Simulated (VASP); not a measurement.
# BP (F-43m) in VASP: further runs, part 2 of 3

VASP 6.6.1. The steps go on from the part before.

### Step 3. Single point, PBE

The input, INCAR:

```
ALGO = Normal ; EDIFF = 1E-6
ENCUT = 520 ; GGA = PE
ISIF = 2 ; ISMEAR = 0
ISYM = 0 ; LASPH = True
LCHARG = False ; LREAL = False
LWAVE = False ; NBANDS = 11
NELM = 100 ; PREC = Accurate
SIGMA = 0.01
```

The input, KPOINTS:

```
Automatic mesh
0
Gamma
  6 6 6
  0 0 0.5
```

The input, POSCAR:

```
BP
1.0
    0.0000000000      2.2683155501      2.2683155501
    2.2683155501      0.0000000000      2.2683155501
    2.2683155501      2.2683155501      0.0000000000
B P
1 1
Direct
    0.0000000000      0.0000000000      0.0000000000
    0.2500000000      0.2500000000      0.2500000000
```

Potentials or basis: VASP PAW PBE potentials, release 64 (B, P).

Run with:

```
$ cat potpaw_PBE.64/B/POTCAR potpaw_PBE.64/P/POTCAR > POTCAR
$ mpirun -np 1 vasp_std > vasp.out
```

OUTCAR:

```text
EDIFF = 1E-6
   ENCUT = 520
   GGA = PE
   ISIF = 2
   ISMEAR = 0
   ISYM = 0
   LASPH = True
   LREAL = False
   NELM = 100
   PREC = Accurate

 ion  position               nearest neighbor table
   1  0.000  0.000  0.000-   2 1.96   2 1.96   2 1.96   2 1.96
   2  0.250  0.250  0.250-   1 1.96   1 1.96   1 1.96   1 1.96

IMPORTANT INFORMATION: All symmetrisations will be switched off!
NOSYMM: (Re-)initialisation of all symmetry stuff for point group C_1.

----------------------------------------------------------------------------------------

                                     Primitive cell

  volume of cell :      23.3421

  direct lattice vectors                    reciprocal lattice vectors
     0.000000000  2.268315550  2.268315550    -0.220427885  0.220427885  0.220427885
     2.268315550  0.000000000  2.268315550     0.220427885 -0.220427885  0.220427885
     2.268315550  2.268315550  0.000000000     0.220427885  0.220427885 -0.220427885

  length of vectors
     3.207882615  3.207882615  3.207882615     0.381792297  0.381792297  0.381792297

  position of ions in fractional coordinates (direct lattice)
     0.000000000  0.000000000  0.000000000
     0.250000000  0.250000000  0.250000000

  ion indices of the primitive-cell ions
   primitive index   ion index
                 1           1
                 2           2

----------------------------------------------------------------------------------------

 KPOINTS: Automatic mesh

Automatic generation of k-mesh.
 Grid dimensions read from file:
 generate k-points for:    6    6    6

 Generating k-lattice:

  Cartesian coordinates                     Fractional coordinates (reciprocal lattice)
    -0.036737981  0.036737981  0.036737981     0.166666667  0.000000000  0.000000000
     0.036737981 -0.036737981  0.036737981     0.000000000  0.166666667  0.000000000
     0.036737981  0.036737981 -0.036737981     0.000000000  0.000000000  0.166666667

  Length of vectors
     0.063632049  0.063632049  0.063632049

  Shift w.r.t. Gamma in fractional coordinates (k-lattice)
     0.000000000  0.000000000  0.500000000

 Subroutine IBZKPT returns following result:
 ===========================================

 Found    432 irreducible k-points:

 Following reciprocal coordinates:
            Coordinates               Weight
  0.000000  0.000000  0.083333      2.000000
  0.083333  0.000000  0.000000      2.000000
  0.000000  0.083333  0.000000      2.000000
  0.083333  0.083333  0.083333      2.000000
  0.166667  0.000000  0.083333      2.000000
  0.083333  0.166667  0.000000      2.000000
[... 16 lines left out ...]
 -0.250000 -0.333333 -0.333333      2.000000
  0.083333  0.083333 -0.250000      2.000000
 [... further k-points ...]
   k-points           NKPTS =    432   k-points in BZ     NKDIM =    432   number of bands    NBANDS=     11
   number of dos      NEDOS =    301   number of ions     NIONS =      2
   total plane-waves  NPLWV =  13824
   dimension x,y,z NGX =    24 NGY =   24 NGZ =   24
   dimension x,y,z NGXF=    48 NGYF=   48 NGZF=   48
   ions per type =               1   1
   NGX,Y,Z   is equivalent  to a cutoff of  12.44, 12.44, 12.44 a.u.
   NGXF,Y,Z  is equivalent  to a cutoff of  24.88, 24.88, 24.88 a.u.
 SYSTEM =  unknown system
   PREC   = accura    normal or accurate (medium, high low for compatibility)
   ISTART =      0    job   : 0-new  1-cont  2-samecut
   ICHARG =      2    charge: 1-file 2-atom 10-const
   ISPIN  =      1    spin polarized calculation?
   LNONCOLLINEAR =      F non collinear calculations
   LSORBIT =      F    spin-orbit coupling
   LASPH  =      T    aspherical Exc in radial PAW
   ENCUT  =  520.0 eV  38.22 Ry    6.18 a.u.   5.96  5.96  5.96*2*pi/ulx,y,z
   NELM   =    100;   NELMIN=  2; NELMDL= -5     # of ELM steps
   EDIFF  = 0.1E-05   stopping-criterion for ELM
   LREAL  =      F    real-space projection
   EDIFFG = 0.1E-04   stopping-criterion for IOM
   NSW    =      0    number of steps for IOM
   IBRION =     -1    ionic relax: 0-MD 1-quasi-New 2-CG
   NFREE  =      0    steps in history (QN), initial steepest desc. (CG)
   ISIF   =      2    stress and relaxation
   ISYM   =      0    0-nonsym 1-usesym 2-fastsym
   POTIM  = 0.5000    time-step for ionic-motion
   TEBEG  =    0.0;   TEEND  =   0.0 temperature during run
   PSTRESS=    0.0 pullay stress
   NELECT =       8.0000    total number of electrons
   NUPDOWN=      -1.0000    fix difference up-down
   EMIN   =  10.00;   EMAX   =-10.00  energy-range for DOS
   EFERMI =   0.00;   METHOD = LEGACY
   ISMEAR =     0;   SIGMA  =   0.01  broadening in eV -4-tet -1-fermi 0-gaus
   EFERMI_NEDOS =   21; number of points for ismear=-14 and -15
   IALGO  =     38    algorithm
   IMIX   =      4    mixing-type and parameters
     AMIX     =   0.40;   BMIX     =  1.00
     AMIX_MAG =   1.60;   BMIX_MAG =  1.00
  volume/ion in A,a.u.               =      11.67        78.76
  Fermi-wavevector in a.u.,A,eV,Ry     =   1.145666  2.164995 17.858335  1.312551
  Thomas-Fermi vector in A             =   2.282353
   LORBIT       =      0    0 simple, 1 ext, 2 COOP (PROOUT), +10 PAW based schemes
   GGA     = PE    functional components
   LHFCALC =     F    Hartree Fock is set to
   AEXX    =    0.0000 exact exchange contribution
   IVDW    =     0    specifies the selected vdW correction
   LEPSILON=     F    determine dielectric tensor
   LRPA    =     F    only Hartree local field effects (RPA)
 non-spin polarized calculation
 Gauss-broadening in eV      SIGMA  =   0.01
  energy-cutoff  :      520.00
  volume of cell :       23.34
 maximum number of plane-waves:       636
   NGX = 11   NGY = 11   NGZ = 11

 number of electron       8.0000000 magnetization

 Free energy of the ion-electron system (eV)
  ---------------------------------------------------
  ext. energy  EPLUGINS =         0.00000000
  ---------------------------------------------------
  free energy    TOTEN  =       -12.93067751 eV

  energy without entropy =      -12.93067751  energy(sigma->0) =      -12.93067751

 E-fermi :   7.2769     XC(G=0): -10.9113

 val. band max:        7.2292735309   @ k =   0.0833   0.0000   0.0000
 cond. band min:       8.9663568017   @ k =   0.5000   0.0833   0.5000
 fundamental gap:      1.7370832708
 Fermi energy:         7.2769246150

 k-point     1 :       0.0000    0.0000    0.0833
  band No.  band energies     occupation
      1      -7.8998      2.00000
      2       6.4820      2.00000
      3       7.2293      2.00000
      4       7.2293      2.00000
      5      11.1414      0.00000
      6      11.1414      0.00000
      7      11.1992      0.00000
      8      15.1982      0.00000
      9      19.0490      0.00000
     10      19.0490      0.00000
     11      19.3694      0.00000

 k-point     2 :       0.0833    0.0000    0.0000
  band No.  band energies     occupation
      1      -7.8998      2.00000
      2       6.4820      2.00000
      3       7.2293      2.00000
      4       7.2293      2.00000
      5      11.1414      0.00000
      6      11.1414      0.00000
      7      11.1992      0.00000
      8      15.1982      0.00000
      9      19.0490      0.00000
     10      19.0490      0.00000
     11      19.3694      0.00000

 k-point     3 :       0.0000    0.0833    0.0000
  band No.  band energies     occupation
      1      -7.8998      2.00000
      2       6.4820      2.00000
      3       7.2293      2.00000
      4       7.2293      2.00000
      5      11.1414      0.00000
      6      11.1414      0.00000
      7      11.1992      0.00000
      8      15.1982      0.00000
      9      19.0490      0.00000
     10      19.0490      0.00000
     11      19.3694      0.00000
[... 267 lines left out ...]
 k-point    23 :      -0.2500   -0.3333   -0.3333
  band No.  band energies     occupation
      1      -6.2894      2.00000
      2       1.3796      2.00000
      3       5.5243      2.00000
      4       5.8071      2.00000
      5      11.3007      0.00000
      6      12.4345      0.00000
      7      13.0892      0.00000
      8      16.0504      0.00000
      9      19.2127      0.00000
     10      20.1453      0.00000
     11      21.1840      0.00000

 k-point    24 :       0.0833    0.0833   -0.2500
  band No.  band energies     occupation
      1      -6.2894      2.00000
      2       1.3796      2.00000
      3       5.5243      2.00000
      4       5.8071      2.00000
      5      11.3007      0.00000
      6      12.4345      0.00000
      7      13.0892      0.00000
      8      16.0504      0.00000
      9      19.2127      0.00000
     10      20.1453      0.00000
     11      21.1840      0.00000

 [... further k-points ...]
[... 5 lines left out ...]
  --------------------------------------------------------------------------------------
  -------------------------------------------------------------------------------------
  Total        0.1519649      0.1519649      0.1519649     -0.0000005     -0.0000007     -0.0000004
  in kB       10.4306979     10.4306975     10.4307024     -0.0000351     -0.0000483     -0.0000271
  external PRESSURE =      10.4306993 kB  Pullay stress =       0.0000000 kB

 VOLUME and BASIS-vectors are now :
 -----------------------------------------------------------------------------
  energy-cutoff  :      520.00
  volume of cell :       23.34
      direct lattice vectors                 reciprocal lattice vectors
     0.000000000  2.268315550  2.268315550    -0.220427885  0.220427885  0.220427885
     2.268315550  0.000000000  2.268315550     0.220427885 -0.220427885  0.220427885
     2.268315550  2.268315550  0.000000000     0.220427885  0.220427885 -0.220427885

 POSITION                                       TOTAL-FORCE (eV/Angst)
 -----------------------------------------------------------------------------------
      0.00000      0.00000      0.00000        -0.000000     -0.000000     -0.000000
      1.13416      1.13416      1.13416         0.000000      0.000000      0.000000
 -----------------------------------------------------------------------------------
    total drift:                                0.000000      0.000000      0.000000

  FREE ENERGIE OF THE ION-ELECTRON SYSTEM (eV)
  ---------------------------------------------------
  free  energy   TOTEN  =       -12.9306775081 eV

  energy  without entropy=      -12.9306775081  energy(sigma->0) =      -12.93067751
```

OSZICAR:

```text
N       E                     dE             d eps       ncg     rms          rms(c)
DAV:   1     0.928069493442E+01    0.92807E+01   -0.39859E+03  9544   0.656E+02
DAV:   2    -0.129957149799E+02   -0.22276E+02   -0.21141E+02 12663   0.109E+02
DAV:   3    -0.136374517258E+02   -0.64174E+00   -0.64007E+00 11995   0.161E+01
DAV:   4    -0.136399647905E+02   -0.25131E-02   -0.25128E-02 10979   0.118E+00
DAV:   5    -0.136399778616E+02   -0.13071E-04   -0.13071E-04 11780   0.845E-02    0.722E+00
DAV:   6    -0.130290364878E+02    0.61094E+00   -0.13920E+00 10851   0.511E+00    0.389E+00
DAV:   7    -0.129379788270E+02    0.91058E-01   -0.23366E-01 12246   0.241E+00    0.133E+00
DAV:   8    -0.129301488043E+02    0.78300E-02   -0.26459E-02 11399   0.928E-01    0.194E-01
DAV:   9    -0.129304716609E+02   -0.32286E-03   -0.70405E-04 11355   0.180E-01    0.124E-01
DAV:  10    -0.129306663513E+02   -0.19469E-03   -0.24806E-04 10736   0.989E-02    0.286E-02
DAV:  11    -0.129306765977E+02   -0.10246E-04   -0.10915E-05 12235   0.219E-02    0.332E-02
DAV:  12    -0.129306776331E+02   -0.10354E-05   -0.45470E-06 10725   0.105E-02    0.139E-02
DAV:  13    -0.129306775081E+02    0.12506E-06   -0.12214E-07  5757   0.229E-03
   1 F= -.12930678E+02 E0= -.12930678E+02  d E =-.143803E-13
```

stdout:

```text
POSCAR found type information on POSCAR B P
 POSCAR found :  2 types and       2 ions
 scaLAPACK will be used
 LDA part: xc-table for (Slater+PW92), standard interpolation
 POSCAR, INCAR and KPOINTS ok, starting setup
 FFT: planning ... GRIDC
 FFT: planning ... GRID_SOFT
 FFT: planning ... GRID
 WAVECAR not read
 entering main loop
```

It took 90 s on 1 thread of Intel Xeon 8259CL, shared host; peak memory 0.22 GiB.

Results:

* Free energy: -12.9307 eV
* Pressure: 1.0 GPa
* Band gap on the k mesh: 1.74 eV, indirect (least direct gap 3.90 eV)

A k mesh can miss the band edges. As with any semilocal functional, this PBE gap is likely too small.

(Part 2 of 3 ends here.)
